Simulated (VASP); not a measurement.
# BAs (F-43m) in VASP: further runs

BAs is run at these levels: r2SCAN; tasks: single point, relaxation of cell and atoms.

Everything below comes from runs of VASP 6.6.1. Logs are shortened: lines on timing, memory, paths and dates and some standing lists are left out, and cuts for length are marked.

## 1. The cell of the first run

The structure is cubic, space group F-43m (No. 216). Conventional cell: a = 4.784 Å, b = 4.784 Å, c = 4.784 Å, α = 90.00°, β = 90.00°, γ = 90.00°. B (site symmetry -43m) has 4 As at 2.07 Å within 2.7 Å. As (site symmetry -43m) has 4 B at 2.07 Å within 2.7 Å.

## 2. Single point, r2SCAN

Contents of POSCAR:

```
BAs
1.0
    0.0000000000      2.3919223272      2.3919223272
    2.3919223272      0.0000000000      2.3919223272
    2.3919223272      2.3919223272      0.0000000000
B As
1 1
Direct
    0.0000000000      0.0000000000      0.0000000000
    0.7500000000      0.7500000000      0.7500000000
```

Contents of INCAR.step1:

```
ALGO = Normal ; EDIFF = 1E-4
ENCUT = 520 ; GGA = PE
ISMEAR = -1 ; LASPH = True
LCHARG = False ; LREAL = False
LWAVE = True ; NBANDS = 11
NELM = 60 ; PREC = Accurate
SIGMA = 0.1
```

Contents of INCAR.step2:

```
ALGO = Normal ; EDIFF = 1E-6
ENCUT = 520 ; ISIF = 2
ISMEAR = -1 ; ISTART = 1
LASPH = True ; LCHARG = False
LMIXTAU = True ; LREAL = False
LWAVE = False ; METAGGA = R2SCAN
NBANDS = 11 ; NELM = 60
PREC = Accurate ; SIGMA = 0.1
```

Contents of KPOINTS:

```
k-points
0
Gamma
  12 12 12
```

Potentials or basis: VASP PAW PBE potentials, release 64 (B, As).

The run is started by

```console
$ cat potpaw_PBE.64/B/POTCAR potpaw_PBE.64/As/POTCAR > POTCAR
$ cp INCAR.step1 INCAR
$ mpirun -np 1 vasp_std > vasp.out
$ cp INCAR.step2 INCAR
$ mpirun -np 1 vasp_std > vasp.out
```

OUTCAR:

```text
EDIFF = 1E-6
   ENCUT = 520
   ISIF = 2
   ISMEAR = -1
   ISTART = 1
   LASPH = True
   LREAL = False
   METAGGA = R2SCAN
   NELM = 60
   PREC = Accurate

 ion  position               nearest neighbor table
   1  0.000  0.000  0.000-   2 2.07   2 2.07   2 2.07   2 2.07
   2  0.750  0.750  0.750-   1 2.07   1 2.07   1 2.07   1 2.07

  LATTYP: Found a face centered cubic cell.
 ALAT       =     4.7838446544

  Lattice vectors:

 A1 = (   0.0000000000,   2.3919223272,   2.3919223272)
 A2 = (   2.3919223272,   0.0000000000,   2.3919223272)
 A3 = (   2.3919223272,   2.3919223272,   0.0000000000)

Analysis of symmetry for initial positions (statically):
=====================================================================
 Subroutine PRICEL returns:
 Original cell was already a primitive cell.

 Routine SETGRP: Setting up the symmetry group for a
 face centered cubic supercell.

 Subroutine GETGRP returns: Found 24 space group operations
 (whereof 24 operations were pure point group operations)
 out of a pool of 48 trial point group operations.

The static configuration has the point symmetry T_d .

Analysis of symmetry for dynamics (positions and initial velocities):
=====================================================================
 Subroutine PRICEL returns:
 Original cell was already a primitive cell.

 Routine SETGRP: Setting up the symmetry group for a
 face centered cubic supercell.

 Subroutine GETGRP returns: Found 24 space group operations
 (whereof 24 operations were pure point group operations)
 out of a pool of 48 trial point group operations.

The dynamic configuration has the point symmetry T_d .

 Subroutine INISYM returns: Found 24 space group operations
 (whereof 24 operations are pure point group operations),
 and found     1 'primitive' translations

----------------------------------------------------------------------------------------

                                     Primitive cell

  volume of cell :      27.3698

  direct lattice vectors                    reciprocal lattice vectors
     0.000000000  2.391922327  2.391922327    -0.209036888  0.209036888  0.209036888
     2.391922327  0.000000000  2.391922327     0.209036888 -0.209036888  0.209036888
     2.391922327  2.391922327  0.000000000     0.209036888  0.209036888 -0.209036888

  length of vectors
     3.382688995  3.382688995  3.382688995     0.362062511  0.362062511  0.362062511

  position of ions in fractional coordinates (direct lattice)
     0.000000000  0.000000000  0.000000000
[... 81 lines left out ...]
   NSW    =      0    number of steps for IOM
   IBRION =     -1    ionic relax: 0-MD 1-quasi-New 2-CG
   NFREE  =      0    steps in history (QN), initial steepest desc. (CG)
   ISIF   =      2    stress and relaxation
   ISYM   =      2    0-nonsym 1-usesym 2-fastsym
   POTIM  = 0.5000    time-step for ionic-motion
   TEBEG  =    0.0;   TEEND  =   0.0 temperature during run
   PSTRESS=    0.0 pullay stress
   NELECT =       8.0000    total number of electrons
   NUPDOWN=      -1.0000    fix difference up-down
   EMIN   =  10.00;   EMAX   =-10.00  energy-range for DOS
   EFERMI =   0.00;   METHOD = LEGACY
   ISMEAR =    -1;   SIGMA  =   0.10  broadening in eV -4-tet -1-fermi 0-gaus
   EFERMI_NEDOS =   21; number of points for ismear=-14 and -15
   IALGO  =     38    algorithm
   IMIX   =      4    mixing-type and parameters
     AMIX     =   0.40;   BMIX     =  1.00
     AMIX_MAG =   1.60;   BMIX_MAG =  1.00
  volume/ion in A,a.u.               =      13.68        92.35
  Fermi-wavevector in a.u.,A,eV,Ry     =   1.086462  2.053115 16.060304  1.180399
  Thomas-Fermi vector in A             =   2.222599
   LORBIT       =      0    0 simple, 1 ext, 2 COOP (PROOUT), +10 PAW based schemes
   METAGGA = R2SCAN    functional components
   LHFCALC =     F    Hartree Fock is set to
   AEXX    =    0.0000 exact exchange contribution
   IVDW    =     0    specifies the selected vdW correction
   LEPSILON=     F    determine dielectric tensor
   LRPA    =     F    only Hartree local field effects (RPA)
 non-spin polarized calculation
  energy-cutoff  :      520.00
  volume of cell :       27.37
 maximum number of plane-waves:       754
 NGX is ok and might be reduce to    28
   NGX = 13   NGY = 13   NGZ = 13

 number of electron       8.0000000 magnetization

 Free energy of the ion-electron system (eV)
  ---------------------------------------------------
  ext. energy  EPLUGINS =         0.00000000
  ---------------------------------------------------
  free energy    TOTEN  =       -22.25641683 eV

  energy without entropy =      -22.25640030  energy(sigma->0) =      -22.25640856

 E-fermi :   6.6381     XC(G=0): -11.1139

 val. band max:        5.9756410475   @ k =   0.0000   0.0000   0.0000
 cond. band min:       7.3602009710   @ k =   0.4167   0.4167   0.0000
 fundamental gap:      1.3845599235
 Fermi energy:         6.6380770175

 k-point     1 :       0.0000    0.0000    0.0000
  band No.  band energies     occupation
      1     -10.1419      2.00000
      2       5.9756      1.99735
      3       5.9756      1.99735
      4       5.9756      1.99735
      5       9.4163      0.00000
      6       9.4163      0.00000
      7       9.4163      0.00000
      8      11.0705      0.00000
      9      16.3312      0.00000
     10      19.3996      0.00000
     11      19.3996      0.00000
[... 309 lines left out ...]
 k-point    24 :      -0.4167    0.1667    0.0000
  band No.  band energies     occupation
      1      -6.8178      2.00000
      2      -2.8405      2.00000
      3       1.8300      2.00000
      4       3.5010      2.00000
      5       9.4928      0.00000
      6      11.9019      0.00000
      7      12.3574      0.00000
      8      15.8714      0.00000
      9      18.1857      0.00000
     10      19.5212      0.00000
     11      21.2949      0.00000

 [... further k-points ...]
[... 5 lines left out ...]
  --------------------------------------------------------------------------------------
  -------------------------------------------------------------------------------------
  Total        0.0419813      0.0419813      0.0419813      0.0000000      0.0000000     -0.0000000
  in kB        2.4575100      2.4575100      2.4575100      0.0000000      0.0000000     -0.0000000
  external PRESSURE =       2.4575100 kB  Pullay stress =       0.0000000 kB

 VOLUME and BASIS-vectors are now :
 -----------------------------------------------------------------------------
  energy-cutoff  :      520.00
  volume of cell :       27.37
      direct lattice vectors                 reciprocal lattice vectors
     0.000000000  2.391922327  2.391922327    -0.209036888  0.209036888  0.209036888
     2.391922327  0.000000000  2.391922327     0.209036888 -0.209036888  0.209036888
     2.391922327  2.391922327  0.000000000     0.209036888  0.209036888 -0.209036888

 POSITION                                       TOTAL-FORCE (eV/Angst)
 -----------------------------------------------------------------------------------
      0.00000      0.00000      0.00000         0.000000     -0.000000     -0.000000
      3.58788      3.58788      3.58788        -0.000000      0.000000      0.000000
 -----------------------------------------------------------------------------------
    total drift:                                0.000000      0.000000      0.000000

  FREE ENERGIE OF THE ION-ELECTRON SYSTEM (eV)
  ---------------------------------------------------
  free  energy   TOTEN  =       -22.2564168321 eV

  energy  without entropy=      -22.2564002972  energy(sigma->0) =      -22.25640856
```

OSZICAR.step1:

```text
N       E                     dE             d eps       ncg     rms          rms(c)
DAV:   1     0.120137525614E+02    0.12014E+02   -0.37918E+03  1584   0.641E+02
DAV:   2    -0.113291502022E+02   -0.23343E+02   -0.22374E+02  2116   0.105E+02
DAV:   3    -0.120380752078E+02   -0.70893E+00   -0.70753E+00  2008   0.168E+01
DAV:   4    -0.120398743398E+02   -0.17991E-02   -0.17991E-02  1741   0.973E-01
DAV:   5    -0.120398771295E+02   -0.27897E-05   -0.27908E-05  1905   0.408E-02    0.490E+00
DAV:   6    -0.114737638188E+02    0.56611E+00   -0.15693E+00  1701   0.508E+00    0.238E+00
DAV:   7    -0.114153053669E+02    0.58458E-01   -0.19037E-01  1851   0.214E+00    0.981E-01
DAV:   8    -0.114085787937E+02    0.67266E-02   -0.20171E-02  1788   0.806E-01    0.978E-02
DAV:   9    -0.114088789785E+02   -0.30018E-03   -0.76852E-04  1815   0.160E-01    0.582E-02
DAV:  10    -0.114090347685E+02   -0.15579E-03   -0.19203E-04  1680   0.845E-02    0.122E-02
DAV:  11    -0.114090407010E+02   -0.59324E-05   -0.52420E-06   846   0.156E-02
   1 F= -.11409041E+02 E0= -.11409020E+02  d E =-.417262E-04
```

Wall time 92 s (1 thread of Intel Xeon 6975P-C (Granite Rapids), shared host); peak memory 0.17 GiB.

What came out:

```
Free energy            : -22.2564 eV
Pressure               : 0.2 GPa
Band gap on the k mesh : 1.38 eV, indirect (least direct gap 3.44 eV)
```

Caveat: the PAW data sets were made with another functional, which shifts forces and pressure a little. r2SCAN opens gaps a little over a GGA but as a rule still falls short of measured ones.

## 3. Relaxation of cell and atoms, r2SCAN

This run uses another cell than the first one, of 13.63 Å³/atom, 0.996 times its volume.

Contents of POSCAR:

```
BAs
1.0
    0.0000000000      2.3885000000      2.3885000000
    2.3885000000      0.0000000000      2.3885000000
    2.3885000000      2.3885000000      0.0000000000
B As
1 1
Direct
    0.0000000000      0.0000000000      0.0000000000
    0.7500000000      0.7500000000      0.7500000000
```

Contents of INCAR.step1:

```
SYSTEM = BAs
PREC = Accurate
ENCUT = 600
ISMEAR = -1
SIGMA = 0.1
LREAL = .FALSE.
LASPH = .TRUE.
NELM = 80
GGA = PE
ALGO = Normal
EDIFF = 1E-4
LWAVE = .TRUE.
LCHARG = .FALSE.
```

Contents of INCAR.step2:

```
SYSTEM = BAs
PREC = Accurate
ENCUT = 600
EDIFF = 1E-6
ISMEAR = -1
SIGMA = 0.1
LREAL = .FALSE.
LASPH = .TRUE.
NELM = 80
ALGO = Normal
ISIF = 3
LWAVE = .FALSE.
LCHARG = .FALSE.
METAGGA = R2SCAN
LMIXTAU = .TRUE.
IBRION = 2
NSW = 100
EDIFFG = -0.002
ISTART = 1
```

Contents of KPOINTS:

```
regular mesh
0
G
  12 12 12
  0 0 0
```

Potentials or basis: VASP PAW PBE potentials, release 64 (B, As).

The run is started by

```console
$ cat potpaw_PBE.64/B/POTCAR potpaw_PBE.64/As/POTCAR > POTCAR
$ cp INCAR.step1 INCAR
$ mpirun -np 1 vasp_std > vasp.out
$ cp INCAR.step2 INCAR
$ mpirun -np 1 vasp_std > vasp.out
```

Wall time 2.7 min (1 thread of Intel Xeon 6975P-C (Granite Rapids), shared host); peak memory 0.18 GiB.

It converged, with:

```
Free energy                            : -22.2578 eV
Relaxed volume                         : 13.71 Å³/atom
Relaxed cell                           : a = 3.384 Å, b = 3.384 Å, c = 3.384 Å, α = 60.00°, β = 60.00°, γ = 60.00°
Space group after relaxing (to 0.05 Å) : F-43m (No. 216)
Energy gained by relaxing              : 0.2 meV/atom
Ionic steps                            : 3
Pressure after relaxing                : 0.0 GPa
Band gap on the k mesh                 : 1.39 eV, indirect (least direct gap 3.44 eV)
```

The path:
| step | energy change (eV) | largest force (eV/Å) | pressure (GPa) | volume (Å³) |
| --- | --- | --- | --- | --- |
| 1 | 0.0000 | 0.0000 | 0.86 | 27.25 |
| 2 | -0.0002 | 0.0000 | -0.65 | 27.54 |
| 3 | -0.0004 | 0.0000 | 0.01 | 27.41 |

Final structure:
```
B As
1.0
     0.00000    2.39318    2.39318
     2.39318    0.00000    2.39318
     2.39318    2.39318    0.00000
B As
1 1
Direct
  0.00000 0.00000 0.00000
  0.75000 0.75000 0.75000
```

Levels at points of the mesh, in eV from the valence-band top:
```csv
k point,band 1,band 2,band 3,band 4,band 5,band 6,band 7,band 8
"(0.00, 0.00, 0.00)",-16.10,0.00,0.00,0.00,3.44,3.44,3.44,5.07
"(0.50, 0.00, 0.00)",-13.10,-9.20,-1.93,-1.93,2.94,5.05,5.05,9.56
"(0.50, 0.50, 0.00)",-11.67,-9.03,-4.28,-4.28,1.62,1.70,12.10,12.10
```

Caveat: the PAW data sets were made with another functional, which shifts forces and pressure a little.
